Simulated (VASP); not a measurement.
# CdS (P6_3mc) in VASP: notebook

Runs on CdS. Level: LDA. Tasks: single point, relaxation of cell and atoms.

All numbers are computed with VASP 6.6.1; they aren't measurements. Logs are shortened: lines on timing, memory, paths and dates and some standing lists are left out, and cuts for length are marked.

**1. The cell of the first run**

It takes space group P6_3mc (No. 186, hexagonal). The conventional cell has a = 4.018 Å, b = 4.018 Å, c = 6.554 Å, α = 90.00°, β = 90.00°, γ = 120.00°. Within 3.2 Å of Cd (site symmetry 3m) lie 4 S at 2.46 Å. S (site symmetry 3m) has 4 Cd at 2.46 Å within 3.2 Å.

**2. Single point, LDA**

The input, INCAR:

```
SYSTEM = CdS
ALGO = Normal
EDIFF = 1E-6
ENCUT = 520
GGA = CA
ISIF = 2
ISMEAR = 0
LASPH = .TRUE.
LCHARG = .FALSE.
LREAL = .FALSE.
LWAVE = .FALSE.
NBANDS = 26
NELM = 100
PREC = Accurate
SIGMA = 0.01
```

The input, KPOINTS:

```
k-points
0
G
  9 9 6
  0 0 0
```

The input, POSCAR:

```
CdS
1.0
    4.0178600145      0.0000000000      0.0000000000
   -2.0089300072      3.4795688414      0.0000000000
    0.0000000000      0.0000000000      6.5539939207
Cd S
2 2
Direct
    0.3333333333      0.6666666667      0.0006509775
    0.6666666667      0.3333333333      0.5006509775
    0.3333333333      0.6666666667      0.3763490225
    0.6666666667      0.3333333333      0.8763490225
```

Potentials or basis: VASP PAW LDA potentials, release 64 (Cd, S).

The run is started by

```
> cat potpaw_LDA.64/Cd/POTCAR potpaw_LDA.64/S/POTCAR > POTCAR
> mpirun -np 1 vasp_std > vasp.out
```

OUTCAR:

```text
SYSTEM = CdS
   EDIFF = 1E-6
   ENCUT = 520
   GGA = CA
   ISIF = 2
   ISMEAR = 0
   LASPH = .TRUE.
   LREAL = .FALSE.
   NELM = 100
   PREC = Accurate

 ion  position               nearest neighbor table
   1  0.333  0.667  0.001-   4 2.46   4 2.46   4 2.46   3 2.46
   2  0.667  0.333  0.501-   3 2.46   3 2.46   3 2.46   4 2.46
   3  0.333  0.667  0.376-   2 2.46   2 2.46   2 2.46   1 2.46
   4  0.667  0.333  0.876-   1 2.46   1 2.46   1 2.46   2 2.46

  LATTYP: Found a hexagonal cell.
 ALAT       =     4.0178600145
 C/A-ratio  =     1.6312150988

  Lattice vectors:

 A1 = (   4.0178600145,   0.0000000000,   0.0000000000)
 A2 = (  -2.0089300072,   3.4795688414,   0.0000000000)
 A3 = (   0.0000000000,   0.0000000000,   6.5539939207)

Analysis of symmetry for initial positions (statically):
=====================================================================
 Subroutine PRICEL returns:
 Original cell was already a primitive cell.

 Routine SETGRP: Setting up the symmetry group for a
 hexagonal supercell.

 Subroutine GETGRP returns: Found 12 space group operations
 (whereof  6 operations were pure point group operations)
 out of a pool of 24 trial point group operations.

The static configuration has the point symmetry C_3v.
 The point group associated with its full space group is C_6v.

Analysis of symmetry for dynamics (positions and initial velocities):
=====================================================================
 Subroutine PRICEL returns:
 Original cell was already a primitive cell.

 Routine SETGRP: Setting up the symmetry group for a
 hexagonal supercell.

 Subroutine GETGRP returns: Found 12 space group operations
 (whereof  6 operations were pure point group operations)
 out of a pool of 24 trial point group operations.

The dynamic configuration has the point symmetry C_3v.
 The point group associated with its full space group is C_6v.

 Subroutine INISYM returns: Found 12 space group operations
 (whereof  6 operations are pure point group operations),
 and found     1 'primitive' translations

----------------------------------------------------------------------------------------

                                     Primitive cell

  volume of cell :      91.6276

  direct lattice vectors                    reciprocal lattice vectors
     4.017860015  0.000000000  0.000000000     0.248888711  0.143695964  0.000000000
    -2.008930007  3.479568841  0.000000000     0.000000000  0.287391929  0.000000000
     0.000000000  0.000000000  6.553993921     0.000000000  0.000000000  0.152578719

  length of vectors
     4.017860015  4.017860014  6.553993921     0.287391929  0.287391929  0.152578719

  position of ions in fractional coordinates (direct lattice)
     0.333333333  0.666666667  0.000650978
     0.666666667  0.333333333  0.500650978
     0.333333333  0.666666667  0.376349023
     0.666666667  0.333333333  0.876349023

  ion indices of the primitive-cell ions
   primitive index   ion index
                 1           1
                 2           2
                 3           3
                 4           4

----------------------------------------------------------------------------------------

 KPOINTS: k-points

Automatic generation of k-mesh.
 Grid dimensions read from file:
 generate k-points for:    9    9    6

 Generating k-lattice:

  Cartesian coordinates                     Fractional coordinates (reciprocal lattice)
     0.027654301  0.015966218  0.000000000     0.111111111  0.000000000  0.000000000
     0.000000000  0.031932437  0.000000000     0.000000000  0.111111111  0.000000000
     0.000000000  0.000000000  0.025429787     0.000000000  0.000000000  0.166666667

  Length of vectors
     0.031932437  0.031932437  0.025429787

  Shift w.r.t. Gamma in fractional coordinates (k-lattice)
     0.000000000  0.000000000  0.000000000

 Subroutine IBZKPT returns following result:
 ===========================================

 Found     48 irreducible k-points:

 Following reciprocal coordinates:
            Coordinates               Weight
  0.000000  0.000000  0.000000      1.000000
  0.111111  0.000000  0.000000      6.000000
  0.222222  0.000000  0.000000      6.000000
  0.333333  0.000000  0.000000      6.000000
  0.444444  0.000000  0.000000      6.000000
  0.111111  0.111111  0.000000      6.000000
[... 16 lines left out ...]
  0.333333  0.222222  0.166667     24.000000
  0.333333  0.333333  0.166667      4.000000
 [... further k-points ...]
   k-points           NKPTS =     48   k-points in BZ     NKDIM =     48   number of bands    NBANDS=     26
   number of dos      NEDOS =    301   number of ions     NIONS =      4
   total plane-waves  NPLWV =  45000
   dimension x,y,z NGX =    30 NGY =   30 NGZ =   50
   dimension x,y,z NGXF=    60 NGYF=   60 NGZF=  100
   ions per type =               2   2
   NGX,Y,Z   is equivalent  to a cutoff of  12.41, 12.41, 12.68 a.u.
   NGXF,Y,Z  is equivalent  to a cutoff of  24.83, 24.83, 25.37 a.u.
 SYSTEM =  CdS
   PREC   = accura    normal or accurate (medium, high low for compatibility)
   ISTART =      0    job   : 0-new  1-cont  2-samecut
   ICHARG =      2    charge: 1-file 2-atom 10-const
   ISPIN  =      1    spin polarized calculation?
   LNONCOLLINEAR =      F non collinear calculations
   LSORBIT =      F    spin-orbit coupling
   LASPH  =      T    aspherical Exc in radial PAW
   ENCUT  =  520.0 eV  38.22 Ry    6.18 a.u.   7.47  7.47 12.19*2*pi/ulx,y,z
   NELM   =    100;   NELMIN=  2; NELMDL= -5     # of ELM steps
   EDIFF  = 0.1E-05   stopping-criterion for ELM
   LREAL  =      F    real-space projection
   EDIFFG = 0.1E-04   stopping-criterion for IOM
   NSW    =      0    number of steps for IOM
   IBRION =     -1    ionic relax: 0-MD 1-quasi-New 2-CG
   NFREE  =      0    steps in history (QN), initial steepest desc. (CG)
   ISIF   =      2    stress and relaxation
   ISYM   =      2    0-nonsym 1-usesym 2-fastsym
   POTIM  = 0.5000    time-step for ionic-motion
   TEBEG  =    0.0;   TEEND  =   0.0 temperature during run
   PSTRESS=    0.0 pullay stress
   NELECT =      36.0000    total number of electrons
   NUPDOWN=      -1.0000    fix difference up-down
   EMIN   =  10.00;   EMAX   =-10.00  energy-range for DOS
   EFERMI =   0.00;   METHOD = LEGACY
   ISMEAR =     0;   SIGMA  =   0.01  broadening in eV -4-tet -1-fermi 0-gaus
   EFERMI_NEDOS =   21; number of points for ismear=-14 and -15
   IALGO  =     38    algorithm
   IMIX   =      4    mixing-type and parameters
     AMIX     =   0.40;   BMIX     =  1.00
     AMIX_MAG =   1.60;   BMIX_MAG =  1.00
  volume/ion in A,a.u.               =      22.91       154.58
  Fermi-wavevector in a.u.,A,eV,Ry     =   1.199040  2.265857 19.561045  1.437696
  Thomas-Fermi vector in A             =   2.334913
   LORBIT       =      0    0 simple, 1 ext, 2 COOP (PROOUT), +10 PAW based schemes
   GGA     = CA    functional components
   LHFCALC =     F    Hartree Fock is set to
   AEXX    =    0.0000 exact exchange contribution
   IVDW    =     0    specifies the selected vdW correction
   LEPSILON=     F    determine dielectric tensor
   LRPA    =     F    only Hartree local field effects (RPA)
 non-spin polarized calculation
 Gauss-broadening in eV      SIGMA  =   0.01
  energy-cutoff  :      520.00
  volume of cell :       91.63
 maximum number of plane-waves:      2539
 NGX is ok and might be reduce to    30
   NGX = 15   NGY = 15   NGZ = 25

 number of electron      36.0000008 magnetization

 Free energy of the ion-electron system (eV)
  ---------------------------------------------------
  ext. energy  EPLUGINS =         0.00000000
  ---------------------------------------------------
  free energy    TOTEN  =       -14.76901898 eV

  energy without entropy =      -14.76901898  energy(sigma->0) =      -14.76901898

 E-fermi :   1.9066     XC(G=0):  -9.9475

 val. band max:        1.8647470573   @ k =   0.0000   0.0000   0.0000
 cond. band min:       3.0099007249   @ k =   0.0000   0.0000   0.0000
 fundamental gap:      1.1451536676
 Fermi energy:         1.9065871847

 k-point     1 :       0.0000    0.0000    0.0000
  band No.  band energies     occupation
      1     -11.0300      2.00000
      2     -10.4997      2.00000
      3      -6.2402      2.00000
      4      -6.2258      2.00000
      5      -6.2258      2.00000
      6      -6.1219      2.00000
[... 18 lines left out ...]
     25       9.3495      0.00000
     26       9.5805      0.00000

 k-point     2 :       0.1111    0.0000    0.0000
  band No.  band energies     occupation
      1     -10.9758      2.00000
      2     -10.4757      2.00000
      3      -6.2235      2.00000
      4      -6.2033      2.00000
      5      -6.1930      2.00000
      6      -6.0984      2.00000
[... 18 lines left out ...]
     25       9.4264      0.00000
     26       9.6474      0.00000

 k-point     3 :       0.2222    0.0000    0.0000
  band No.  band energies     occupation
      1     -10.8337      2.00000
      2     -10.4190      2.00000
      3      -6.1756      2.00000
      4      -6.1528      2.00000
      5      -6.0996      2.00000
      6      -6.0161      2.00000
[... 18 lines left out ...]
     25       9.6041      0.00000
     26      10.3161      0.00000

 k-point     4 :       0.3333    0.0000    0.0000
  band No.  band energies     occupation
      1     -10.6597      2.00000
      2     -10.3656      2.00000
      3      -6.1360      2.00000
      4      -6.1098      2.00000
      5      -5.9801      2.00000
      6      -5.9157      2.00000
[... 18 lines left out ...]
     25      10.0485      0.00000
     26      10.8054      0.00000
[... 496 lines left out ...]
      1     -10.5584      2.00000
      2     -10.3622      2.00000
      3      -6.1233      2.00000
      4      -6.0651      2.00000
      5      -5.9419      2.00000
      6      -5.9167      2.00000
[... 18 lines left out ...]
     25       9.7757      0.00000
     26      11.0276      0.00000

 k-point    23 :       0.3333    0.2222    0.1667
  band No.  band energies     occupation
      1     -10.4531      2.00000
      2     -10.3553      2.00000
      3      -6.1287      2.00000
      4      -6.0210      2.00000
      5      -5.9142      2.00000
      6      -5.8658      2.00000
[... 18 lines left out ...]
     25      10.4500      0.00000
     26      11.3314      0.00000

 k-point    24 :       0.3333    0.3333    0.1667
  band No.  band energies     occupation
      1     -10.3854      2.00000
      2     -10.3854      2.00000
      3      -6.1385      2.00000
      4      -5.9490      2.00000
      5      -5.9490      2.00000
      6      -5.8523      2.00000
[... 18 lines left out ...]
     25      11.1230      0.00000
     26      11.2153      0.00000

 [... further k-points ...]

------------------------ aborting loop because EDIFF is reached ----------------------------------------

  FORCE on cell =-STRESS in cart. coord.  units (eV):
  Direction    XX          YY          ZZ          XY          YZ          ZX
  --------------------------------------------------------------------------------------
  -------------------------------------------------------------------------------------
  Total        2.0850088      2.0850088      2.0917088      0.0000000     -0.0000000      0.0000000
  in kB       36.4579465     36.4579465     36.5751004      0.0000000     -0.0000000      0.0000000
  external PRESSURE =      36.4969978 kB  Pullay stress =       0.0000000 kB

 VOLUME and BASIS-vectors are now :
 -----------------------------------------------------------------------------
  energy-cutoff  :      520.00
  volume of cell :       91.63
      direct lattice vectors                 reciprocal lattice vectors
     4.017860015  0.000000000  0.000000000     0.248888711  0.143695964  0.000000000
    -2.008930007  3.479568841  0.000000000     0.000000000  0.287391929  0.000000000
     0.000000000  0.000000000  6.553993921     0.000000000  0.000000000  0.152578719

 POSITION                                       TOTAL-FORCE (eV/Angst)
 -----------------------------------------------------------------------------------
     -0.00000      2.31971      0.00427        -0.000000      0.000000      0.001137
      2.00893      1.15986      3.28126         0.000000     -0.000000      0.001137
     -0.00000      2.31971      2.46659        -0.000000      0.000000     -0.001137
      2.00893      1.15986      5.74359         0.000000     -0.000000     -0.001137
 -----------------------------------------------------------------------------------
    total drift:                               -0.000000     -0.000000     -0.000340

  FREE ENERGIE OF THE ION-ELECTRON SYSTEM (eV)
  ---------------------------------------------------
  free  energy   TOTEN  =       -14.7690189779 eV

  energy  without entropy=      -14.7690189779  energy(sigma->0) =      -14.76901898
```

It took 70 s on 1 thread of Intel Xeon Platinum 8488C (Sapphire Rapids), shared host; peak memory 0.22 GiB.

What came out:

```yaml
Free_energy: -14.7690 eV
Pressure: 3.6 GPa
Band_gap_on_the_k_mesh: 1.15 eV
```

Levels at points of the mesh, in eV from the valence-band top:
```tsv
k point	band 14	band 15	band 16	band 17	band 18	band 19	band 20	band 21	band 22	band 23
(0.00, 0.00, 0.00)	-0.90	-0.90	-0.07	0.00	0.00	1.15	2.69	6.27	6.27	6.54
(0.00, 0.00, 0.50)	-2.76	-0.47	-0.47	-0.47	-0.47	2.81	2.81	6.06	6.06	6.66
```

Caveat: the cell stands under pressure.

**3. Relaxation of cell and atoms, LDA, target pressure 3 GPa, at which the enthalpy is minimised**

This run uses another cell than the first one, of 24.94 Å³/atom.

The input, INCAR:

```
SYSTEM = CdS
PREC     = Accurate       ! precision mode
ENCUT    = 600            ! plane-wave cutoff, eV
EDIFF    = 1E-7           ! SCF threshold, eV
ISMEAR   = 0              ! smearing method
SIGMA    = 0.01           ! smearing width, eV
LREAL    = .FALSE.        ! projectors in reciprocal space
LASPH    = .TRUE.         ! aspherical terms in the spheres
NELM     = 100            ! most SCF steps
ALGO     = Normal         ! electronic algorithm
ISIF     = 3              ! what is computed and relaxed
LWAVE    = .FALSE.        ! write WAVECAR
LCHARG   = .FALSE.        ! write CHGCAR
IBRION   = 2              ! ionic algorithm
NSW      = 80             ! ionic steps
EDIFFG   = -0.001         ! ionic threshold
PSTRESS  = 30.0
```

The input, KPOINTS:

```
regular mesh
0
G
  9 9 6
  0 0 0
```

The input, POSCAR:

```
CdS
1.0
    4.1400000000      0.0000000000      0.0000000000
   -2.0700000000      3.5853451717      0.0000000000
    0.0000000000      0.0000000000      6.7200000000
Cd S
2 2
Direct
    0.3333333333      0.6666666667      0.0000000000
    0.6666666667      0.3333333333      0.5000000000
    0.3333333333      0.6666666667      0.3770000000
    0.6666666667      0.3333333333      0.8770000000
```

Potentials or basis: VASP PAW LDA potentials, release 64 (Cd, S).

The run is started by

```
> cat potpaw_LDA.64/Cd/POTCAR potpaw_LDA.64/S/POTCAR > POTCAR
> mpirun -np 1 vasp_std > vasp.out
```

Wall time 8.9 min (1 thread of Intel Xeon Platinum 8488C (Sapphire Rapids), shared host); peak memory 0.3 GiB.

The run converged. Its results:

```
Free energy                                                : -14.7861 eV
Relaxed volume                                             : 23.08 Å³/atom
Relaxed cell                                               : a = 4.028 Å, b = 4.028 Å, c = 6.571 Å, α = 90.00°, β = 90.00°, γ = 120.00°
Space group after relaxing (to 0.1 Å)                      : P6_3mc (No. 186)
Energy change on relaxing (the run minimises the enthalpy) : +1.8 meV/atom
Ionic steps                                                : 12
Pressure after relaxing                                    : 3.0 GPa
Band gap on the k mesh                                     : 1.13 eV
```

Step by step:
```
step  energy change (eV)  largest force (eV/Å)  pressure (GPa)  volume (Å³)
   1              0.0000                0.0012           -2.30        99.75
   2              0.1305                0.0240            6.99        88.31
   3              0.0070                0.0118            2.97        92.35
   4              0.0097                0.0121            3.11        92.20
   5              0.0060                0.0114            2.93        92.40
   6              0.0066                0.0116            2.97        92.37
   7              0.0067                0.0101            2.97        92.36
   8              0.0070                0.0056            2.99        92.34
   9              0.0078                0.0040            3.02        92.30
  10              0.0072                0.0022            3.00        92.33
  11              0.0073                0.0035            3.00        92.32
  12              0.0073                0.0000            3.00        92.32
```

Final structure:
```yaml
crystal:
  lattice:
    - [4.02772, 0.00000, 0.00000]
    - [-2.01386, 3.48811, 0.00000]
    - [0.00000, 0.00000, 6.57141]
  atoms:
    - { symbol: Cd, position: [0.33333, 0.66667, 0.00068] }
    - { symbol: Cd, position: [0.66667, 0.33333, 0.50068] }
    - { symbol: S, position: [0.33333, 0.66667, 0.37632] }
    - { symbol: S, position: [0.66667, 0.33333, 0.87632] }
```

Levels at points of the mesh, in eV from the valence-band top:
```tsv
k point	band 14	band 15	band 16	band 17	band 18	band 19	band 20	band 21	band 22
(0.00, 0.00, 0.00)	-0.89	-0.89	-0.07	0.00	0.00	1.13	2.68	6.28	6.28
(0.00, 0.00, 0.50)	-2.74	-0.46	-0.46	-0.46	-0.46	2.79	2.79	6.05	6.05
```

Caveat: the cell is relaxed towards a set pressure, so the run minimises the enthalpy, not the energy.
